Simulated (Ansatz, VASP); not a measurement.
## C: VASP beside Ansatz

The input INCAR:

```
SYSTEM = C
PREC = Accurate
ENCUT = 600
EDIFF = 1E-6
ISMEAR = 0
SIGMA = 0.02
LREAL = .False.
LASPH = .True.
NELM = 120
ALGO = Normal
ISIF = 2
LWAVE = .False.
LCHARG = .True.
GGA = PE
LELF = .True.
LVHAR = .True.
NBANDS = 11
GGA_COMPAT = .False.
```

The input KPOINTS:

```
regular mesh
0
Gamma
  12 12 12
  0 0 0
```

POSCAR

```
C
1.0
    0.0000000000      1.8378376256      1.8378376256
    1.8378376256      0.0000000000      1.8378376256
    1.8378376256      1.8378376256      0.0000000000
C
2
Direct
    0.0000000000      0.0000000000      0.0000000000
    0.2500000000      0.2500000000      0.2500000000
```

Input for Ansatz:

```yaml
crystal:
  lattice:
    - [0.0, 1.8378376256, 1.8378376256]
    - [1.8378376256, 0.0, 1.8378376256]
    - [1.8378376256, 1.8378376256, 0.0]
  atoms:
    - { symbol: C, position: [0.0, 0.0, 0.0] }
    - { symbol: C, position: [0.25, 0.25, 0.25] }
basis:
  ecutwfc: 420
kpoints:
  mp_grid: { grid: [12, 12, 12] }
hamiltonian:
  xc: pbe
scf:
  occupations: { method: gaussian, width: 0.02 }
  mixing: { beta: 0.2 }
  n_extra_bands: 16
output:
  forces: true
  stress: true
  eigenvalues: true
```

Alike in both runs: task single point; functional PBE; k mesh 12 × 12 × 12; occupations gaussian, width 0.02 eV; no spin polarisation.

|  | VASP | Ansatz |
| --- | --- | --- |
| version | VASP 6.6.1 | Ansatz 0.2.0 |
| potentials or method | VASP PAW PBE potentials, release 64 (C), cutoff 600 eV | scalar-relativistic, plane waves, PAW |
| valence electrons in the cell | 8 | 8 |

```csv
,VASP,Ansatz,Ansatz less VASP
gap on the k mesh at the Fermi level (eV),3.95,3.96,+0.010
least direct gap on the mesh (eV),5.34,5.35,+0.008
```
